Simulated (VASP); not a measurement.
# Si (a cell with a defect) in VASP: notebook

The runs below take Si (a cell with a defect) through single point, with PBE.

All numbers are computed with VASP 6.6.1; they aren't measurements. Logs are shortened: lines on timing, memory, paths and dates and some standing lists are left out, and cuts for length are marked.

**1. The cell of the first run**

The cell holds a defect, 17 atoms: a = 7.679 Å, b = 7.679 Å, c = 7.679 Å, α = 60.00°, β = 60.00°, γ = 60.00°.

**2. Single point, PBE**

The input, INCAR:

```
PREC = Accurate
ENCUT = 520
EDIFF = 1E-6
ISMEAR = 0
SIGMA = 0.02
LREAL = Auto
LASPH = True
NELM = 80
ALGO = Normal
ISIF = 2
LWAVE = False
LCHARG = False
GGA = PE
NBANDS = 48
```

The input, KPOINTS:

```
regular mesh
0
Gamma
  2 2 2
```

The input, POSCAR:

```
Si
1.0
    0.0000000000      5.4300000000      5.4300000000
    5.4300000000      0.0000000000      5.4300000000
    5.4300000000      5.4300000000      0.0000000000
Si
17
Direct
   -0.0005178637      0.0101915285     -0.0054852670
    0.1332018416      0.1245119705      0.1185808471
    0.0218746777     -0.0071350829      0.4920645488
    0.1349219153      0.1227449355      0.6227821363
   -0.0025058011      0.4965210866     -0.0042291897
    0.0891181400      0.6372463168      0.1366986188
    0.0006415285      0.4945593923      0.5094759669
    0.1337245856      0.6192603131      0.6238212707
    0.5049966851      0.0042406998     -0.0127022099
    0.6207674954      0.1460150092      0.1148037753
    0.5066501842      0.0024912523      0.5024181400
    0.6483063536      0.1172654696      0.6168420810
    0.4607386740      0.5136786372      0.0137491713
    0.6189701657      0.6190732965      0.1176340700
    0.5055988029      0.4878614180      0.5035172192
    0.6217619705      0.6149415285      0.6460159300
    0.6982674954      0.7679291897      0.2681860958
```

Potentials or basis: VASP PAW PBE potentials, release 64 (Si).

Launch:

```console
$ cat potpaw_PBE.64/Si/POTCAR > POTCAR
$ mpirun -np 1 vasp_std > vasp.out
```

OUTCAR:

```text
PREC = Accurate
   ENCUT = 520
   EDIFF = 1E-6
   ISMEAR = 0
   LREAL = Auto
   LASPH = True
   NELM = 80
   ISIF = 2
   GGA = PE

 ion  position               nearest neighbor table
   1  0.999  0.010  0.995-   4 2.33   2 2.33   6 2.35  10 2.38  17 2.96
   2  0.133  0.125  0.119-   9 2.33   5 2.33   1 2.33   3 2.34
   3  0.022  0.993  0.492-  12 2.34   2 2.34   4 2.34   8 2.34
   4  0.135  0.123  0.623-  11 2.33   1 2.33   7 2.33   3 2.34
   5  0.997  0.497  0.996-   8 2.33   2 2.33   6 2.35  14 2.37  17 2.96
   6  0.089  0.637  0.137-  13 2.33   7 2.35   1 2.35   5 2.35  17 2.45
   7  0.001  0.495  0.509-   4 2.33   8 2.33   6 2.35  16 2.38  17 2.96
   8  0.134  0.619  0.624-  15 2.33   5 2.33   7 2.33   3 2.34
   9  0.505  0.004  0.987-  12 2.33   2 2.33  10 2.42  14 2.42  17 2.60
  10  0.621  0.146  0.115-  13 2.32   1 2.38  17 2.39   9 2.42  11 2.43
  11  0.507  0.002  0.502-  12 2.33   4 2.33  16 2.43  10 2.43  17 2.57
  12  0.648  0.117  0.617-   9 2.33  15 2.33  11 2.33   3 2.34
  13  0.461  0.514  0.014-  14 2.32  10 2.32  16 2.32   6 2.33
  14  0.619  0.619  0.118-  13 2.32   5 2.37  17 2.39   9 2.42  15 2.42
  15  0.506  0.488  0.504-  12 2.33   8 2.33  16 2.42  14 2.42  17 2.59
  16  0.622  0.615  0.646-  13 2.32   7 2.38  17 2.39  15 2.42  11 2.43
  17  0.698  0.768  0.268-  16 2.39  10 2.39  14 2.39   6 2.45  11 2.57  15 2.59   9 2.60   1 2.96
                             5 2.96   7 2.96

  LATTYP: Found a face centered cubic cell.
 ALAT       =    10.8600000000

  Lattice vectors:

 A1 = (   0.0000000000,   5.4300000000,   5.4300000000)
 A2 = (   5.4300000000,   0.0000000000,   5.4300000000)
 A3 = (   5.4300000000,   5.4300000000,   0.0000000000)

Analysis of symmetry for initial positions (statically):
=====================================================================
 Subroutine PRICEL returns:
 Original cell was already a primitive cell.

 Routine SETGRP: Setting up the symmetry group for a
 face centered cubic supercell.

 Subroutine GETGRP returns: Found  1 space group operations
 (whereof  1 operations were pure point group operations)
 out of a pool of 48 trial point group operations.

The static configuration has the point symmetry C_1 .

Analysis of symmetry for dynamics (positions and initial velocities):
=====================================================================
 Subroutine PRICEL returns:
 Original cell was already a primitive cell.

 Routine SETGRP: Setting up the symmetry group for a
 face centered cubic supercell.

 Subroutine GETGRP returns: Found  1 space group operations
 (whereof  1 operations were pure point group operations)
 out of a pool of 48 trial point group operations.

[... 122 lines left out ...]
   TEBEG  =    0.0;   TEEND  =   0.0 temperature during run
   PSTRESS=    0.0 pullay stress
   NELECT =      68.0000    total number of electrons
   NUPDOWN=      -1.0000    fix difference up-down
   EMIN   =  10.00;   EMAX   =-10.00  energy-range for DOS
   EFERMI =   0.00;   METHOD = LEGACY
   ISMEAR =     0;   SIGMA  =   0.02  broadening in eV -4-tet -1-fermi 0-gaus
   EFERMI_NEDOS =   21; number of points for ismear=-14 and -15
   IALGO  =     38    algorithm
   IMIX   =      4    mixing-type and parameters
     AMIX     =   0.40;   BMIX     =  1.00
     AMIX_MAG =   1.60;   BMIX_MAG =  1.00
  volume/ion in A,a.u.               =      18.84       127.11
  Fermi-wavevector in a.u.,A,eV,Ry     =   0.976715  1.845724 12.979587  0.953973
  Thomas-Fermi vector in A             =   2.107356
   LORBIT       =      0    0 simple, 1 ext, 2 COOP (PROOUT), +10 PAW based schemes
   GGA     = PE    functional components
   LHFCALC =     F    Hartree Fock is set to
   AEXX    =    0.0000 exact exchange contribution
   IVDW    =     0    specifies the selected vdW correction
   LEPSILON=     F    determine dielectric tensor
   LRPA    =     F    only Hartree local field effects (RPA)
 non-spin polarized calculation
 Gauss-broadening in eV      SIGMA  =   0.02
  energy-cutoff  :      520.00
  volume of cell :      320.21
 maximum number of plane-waves:      8646
 NGX is ok and might be reduce to    60
   NGX = 29   NGY = 29   NGZ = 29

 number of electron      68.0000000 magnetization

 Free energy of the ion-electron system (eV)
  ---------------------------------------------------
  ext. energy  EPLUGINS =         0.00000000
  ---------------------------------------------------
  free energy    TOTEN  =       -87.87137398 eV

  energy without entropy =      -87.86766397  energy(sigma->0) =      -87.86951897

 E-fermi :   6.8917     XC(G=0):  -9.6821

 val. band max:        6.7668135024   @ k =   0.0000   0.0000   0.0000
 cond. band min:       6.8939962676   @ k =   0.5000   0.0000   0.5000
 fundamental gap:      0.1271827652
 Fermi energy:         6.8917099681

 k-point     1 :       0.0000    0.0000    0.0000
  band No.  band energies     occupation
      1      -6.2971      2.00000
      2      -3.8238      2.00000
      3      -3.6315      2.00000
      4      -3.6285      2.00000
      5      -3.5233      2.00000
      6      -2.7501      2.00000
[... 381 lines left out ...]
     45      10.1497      0.00000
     46      10.3273      0.00000
 [bands above 46 left out]

------------------------ aborting loop because EDIFF is reached ----------------------------------------

  FORCE on cell =-STRESS in cart. coord.  units (eV):
  Direction    XX          YY          ZZ          XY          YZ          ZX
  --------------------------------------------------------------------------------------
  -------------------------------------------------------------------------------------
  Total       10.2890650      9.8508664      9.9772250      0.5088552     -0.5114866      0.5066601
  in kB       51.4821896     49.2896263     49.9218721      2.5460992     -2.5592655      2.5351157
  external PRESSURE =      50.2312293 kB  Pullay stress =       0.0000000 kB

 VOLUME and BASIS-vectors are now :
 -----------------------------------------------------------------------------
  energy-cutoff  :      520.00
  volume of cell :      320.21
      direct lattice vectors                 reciprocal lattice vectors
     0.000000000  5.430000000  5.430000000    -0.092081031  0.092081031  0.092081031
     5.430000000  0.000000000  5.430000000     0.092081031 -0.092081031  0.092081031
     5.430000000  5.430000000  0.000000000     0.092081031  0.092081031 -0.092081031

 POSITION                                       TOTAL-FORCE (eV/Angst)
 -----------------------------------------------------------------------------------
      5.45555     10.82740      5.48253        -0.012861     -0.001463     -0.040174
      1.31999      1.36718      1.39939         0.016281     -0.043125     -0.023883
      8.06317      2.79069      5.51004         0.043821     -0.026761     -0.040511
      4.04821      4.11433      1.39913         0.033823     -0.023009     -0.013836
      8.10315     10.82343      8.11250         0.040421      0.008986      0.018586
      4.20252      1.22619      3.94416        -0.101596      0.110881      0.106415
[... 9 lines left out ...]
      6.84700      6.88403      6.71530         0.001242     -0.104004      0.028282
      5.62611      5.24784      7.96145        -0.171859      0.174379      0.170603
 -----------------------------------------------------------------------------------
    total drift:                                0.000195      0.006609      0.007443

  FREE ENERGIE OF THE ION-ELECTRON SYSTEM (eV)
  ---------------------------------------------------
  free  energy   TOTEN  =       -87.8713739763 eV

  energy  without entropy=      -87.8676639705  energy(sigma->0) =      -87.86951897
```

stdout:

```text
POSCAR found type information on POSCAR Si
 POSCAR found :  1 types and      17 ions
 scaLAPACK will be used
 LDA part: xc-table for (Slater+PW92), standard interpolation
 POSCAR, INCAR and KPOINTS ok, starting setup
 FFT: planning ... GRIDC
 FFT: planning ... GRID_SOFT
 FFT: planning ... GRID
 WAVECAR not read
 entering main loop
```

Run time: 5.6 min. Hardware: 1 thread of Intel Xeon Platinum 8375C at 2.90GHz (Ice Lake), shared host; peak memory 0.46 GiB.

Results:

```
Free energy            : -87.8714 eV
Pressure               : 5.0 GPa
Largest force          : 0.298 eV/Å
Band gap on the k mesh : zero (band 34 reaches 6.90 eV, above the bottom of band 35 at 6.76 eV)
```

Forces in eV/Å, atoms in the order of the input:
```
Si  -0.013 -0.001 -0.040
Si   0.016 -0.043 -0.024
Si   0.044 -0.027 -0.041
Si   0.034 -0.023 -0.014
Si   0.040  0.009  0.019
Si  -0.102  0.111  0.106
Si  -0.002 -0.037 -0.001
Si   0.010 -0.026 -0.040
Si   0.018 -0.025 -0.020
Si   0.013  0.035 -0.101
Si   0.026 -0.026 -0.026
Si   0.038 -0.051 -0.045
Si  -0.064  0.043  0.051
Si   0.088  0.018  0.000
Si   0.025 -0.026 -0.025
Si   0.001 -0.104  0.028
Si  -0.172  0.174  0.171
```

Stress tensor (GPa, compression positive):
```
 5.15  0.25  0.25
 0.25  4.93 -0.26
 0.25 -0.26  4.99
```

Caveat: the k points lie up to 0.50 Å⁻¹ apart.

**3. Single point, PBE**

The input, INCAR:

```
PREC = Accurate ; ENCUT = 520
EDIFF = 1E-7 ; ISMEAR = 0
SIGMA = 0.02 ; LREAL = Auto
LASPH = True ; NELM = 100
ALGO = Normal ; ISIF = 2
LWAVE = False ; LCHARG = False
GGA = PE ; NBANDS = 48
```

KPOINTS is that of step 2.

The input, POSCAR:

```
Si
1.0
    0.0000000000      5.4300000000      5.4300000000
    5.4300000000      0.0000000000      5.4300000000
    5.4300000000      5.4300000000      0.0000000000
Si
17
Direct
   -0.0010000921      0.0161389503     -0.0079930939
    0.1393829650      0.1215711786      0.1173091160
    0.0326430939     -0.0105267035      0.4891093923
    0.1408116022      0.1212145488      0.6210670350
   -0.0025854512      0.4929570902     -0.0075272560
    0.0513352670      0.6496185083      0.1488695212
   -0.0001039595      0.4920886740      0.5151601289
    0.1396925414      0.6175017495      0.6210271639
    0.5109902394      0.0020773481     -0.0133090239
    0.6258271639      0.1623267956      0.1022595764
    0.5123547882     -0.0007256906      0.4997328729
    0.6588174033      0.1135916206      0.6130487109
    0.4344400552      0.5224978821      0.0225277164
    0.6232297422      0.6099789134      0.1076831492
    0.5113912523      0.4872188766      0.5016949355
    0.6270787293      0.6022779926      0.6629533149
    0.6299809392      0.7904131676      0.2915325046
```

Potentials or basis: VASP PAW PBE potentials, release 64 (Si).

Launch:

```console
$ cat potpaw_PBE.64/Si/POTCAR > POTCAR
$ mpirun -np 1 vasp_std > vasp.out
```

Run time: 5.9 min. Hardware: 1 thread of Intel Xeon Platinum 8375C at 2.90GHz (Ice Lake), shared host; peak memory 0.46 GiB.

It converged, with:

```
Free energy            : -87.7047 eV
Pressure               : 4.4 GPa
Largest force          : 0.045 eV/Å
Band gap on the k mesh : zero (band 34 reaches 6.76 eV, above the bottom of band 35 at 6.69 eV)
```

Forces in eV/Å, atoms in the order of the input:
```
Si  -0.009  0.002  0.025
Si   0.033  0.004 -0.023
Si   0.015  0.002 -0.018
Si  -0.015 -0.030 -0.028
Si  -0.016 -0.004  0.007
Si  -0.009  0.009  0.008
Si  -0.004  0.034  0.009
Si   0.034 -0.021  0.009
Si  -0.020 -0.030  0.005
Si   0.023  0.003 -0.007
Si   0.020  0.005  0.014
Si  -0.028  0.026  0.021
Si  -0.001 -0.002 -0.004
Si  -0.012  0.000 -0.017
Si  -0.016 -0.008 -0.030
Si   0.018 -0.009 -0.008
Si  -0.014  0.021  0.037
```

Stress tensor (GPa, compression positive):
```
 4.42  0.39  0.39
 0.39  4.45 -0.40
 0.39 -0.40  4.44
```

Levels at points of the mesh, in eV from the Fermi level:
```tsv
k point	band 32	band 33	band 34	band 35	band 36	band 37
(0.00, 0.00, 0.00)	-0.70	-0.68	-0.48	-0.08	0.01	0.29
(0.50, 0.00, 0.00)	-1.28	-1.27	-0.23	0.35	0.45	1.22
(0.00, 0.50, 0.00)	-1.34	-0.86	-0.17	0.22	0.70	0.94
(0.00, 0.00, 0.50)	-1.34	-0.86	-0.15	0.22	0.70	0.93
(0.50, 0.50, 0.50)	-1.34	-0.84	-0.21	0.23	0.70	0.96
(0.50, 0.50, 0.00)	-1.69	-0.72	0.00	0.41	1.34	1.49
(0.00, 0.50, 0.50)	-1.71	-0.75	0.00	0.41	1.34	1.48
(0.50, 0.00, 0.50)	-1.69	-0.71	0.00	0.41	1.34	1.50
```

Caveat: the k points lie up to 0.50 Å⁻¹ apart.

**4. Single point, PBE**

The input, INCAR:

```
  PREC = Accurate
  ENCUT = 520
  EDIFF = 1E-6
  ISMEAR = 0
  SIGMA = 0.02
  LREAL = Auto
  LASPH = T
  NELM = 80
  ALGO = Normal
  ISIF = 2
  LWAVE = F
  LCHARG = F
  GGA = PE
  NBANDS = 48
```

The input, KPOINTS:

```
Automatic mesh
0
Gamma
  2 2 2
```

The input, POSCAR:

```
Si
1.0
    0.0000000000      5.4300000000      5.4300000000
    5.4300000000      0.0000000000      5.4300000000
    5.4300000000      5.4300000000      0.0000000000
Si
17
Direct
   -0.0133489871      0.0066478821      0.0031561694
    0.1283517495      0.1317486188      0.1078475138
    0.0751709024     -0.0254495396      0.4746324125
    0.1255376611      0.1328197974      0.6322161142
   -0.0133191529      0.5030508287      0.0033394107
    0.0947089319      0.6348794659      0.1351639963
   -0.0142674954      0.5036673112      0.5067175875
    0.1269110497      0.6080390424      0.6321624309
    0.5025151934      0.0147949355     -0.0359428177
    0.6149222836      0.1363602210      0.1248453039
    0.4985729282      0.0223860037      0.5178825046
    0.6920860958      0.1023258748      0.6035767035
    0.4680839779      0.5104580110      0.0097467772
    0.6150898711      0.6233009208      0.1243416206
    0.5004267035      0.4619981584      0.5149983425
    0.6141655617      0.6256558011      0.6353587477
    0.4942166667      0.8351866483      0.3370474217
```

Launch:

```console
$ cat potpaw_PBE.64/Si/POTCAR > POTCAR
$ mpirun -np 1 vasp_std > vasp.out
```

Run time: 5.7 min. Hardware: 1 thread of Intel Xeon Platinum 8375C at 2.90GHz (Ice Lake), shared host; peak memory 0.46 GiB.

The run converged. Its results:

```
Free energy            : -87.7053 eV
Pressure               : 4.4 GPa
Largest force          : 0.070 eV/Å
Band gap on the k mesh : zero (band 34 reaches 6.77 eV, above the bottom of band 35 at 6.69 eV)
```

Forces on the atoms (eV/Å):
```
Si  -0.011  0.035 -0.003
Si  -0.009 -0.017 -0.019
Si   0.023 -0.013 -0.011
Si   0.015 -0.006 -0.003
Si  -0.009  0.032  0.026
Si  -0.004  0.008  0.019
Si  -0.018 -0.002  0.024
Si  -0.002 -0.013 -0.011
Si   0.004 -0.011  0.041
Si   0.001 -0.037  0.021
Si  -0.015  0.040  0.019
Si  -0.009 -0.009 -0.005
Si   0.021 -0.002  0.004
Si  -0.045 -0.045 -0.030
Si   0.017  0.050  0.011
Si   0.012  0.021 -0.041
Si   0.028 -0.033 -0.043
```

Stress tensor (GPa, compression positive):
```
 4.39  0.41  0.37
 0.41  4.43 -0.46
 0.37 -0.46  4.40
```

Levels at points of the mesh, in eV from the Fermi level:
| k point | band 31 | band 32 | band 33 | band 34 | band 35 | band 36 | band 37 | band 38 |
| --- | --- | --- | --- | --- | --- | --- | --- | --- |
| (0.00, 0.00, 0.00) | -1.16 | -0.71 | -0.68 | -0.48 | -0.08 | 0.00 | 0.28 | 0.28 |
| (0.50, 0.00, 0.00) | -1.33 | -1.29 | -1.29 | -0.25 | 0.35 | 0.44 | 1.21 | 1.22 |
| (0.00, 0.50, 0.00) | -1.37 | -1.35 | -0.86 | -0.18 | 0.22 | 0.69 | 0.94 | 1.08 |
| (0.00, 0.00, 0.50) | -1.35 | -1.35 | -0.84 | -0.21 | 0.23 | 0.69 | 0.95 | 1.08 |
| (0.50, 0.50, 0.50) | -1.39 | -1.35 | -0.86 | -0.16 | 0.21 | 0.70 | 0.92 | 1.07 |
| (0.50, 0.50, 0.00) | -1.88 | -1.70 | -0.74 | 0.00 | 0.40 | 1.32 | 1.48 | 1.59 |
| (0.00, 0.50, 0.50) | -1.89 | -1.69 | -0.72 | 0.00 | 0.39 | 1.32 | 1.49 | 1.59 |
| (0.50, 0.00, 0.50) | -1.87 | -1.71 | -0.76 | 0.00 | 0.40 | 1.32 | 1.48 | 1.58 |

Caveat: the k points lie up to 0.50 Å⁻¹ apart.

[end of part 1 of 2]
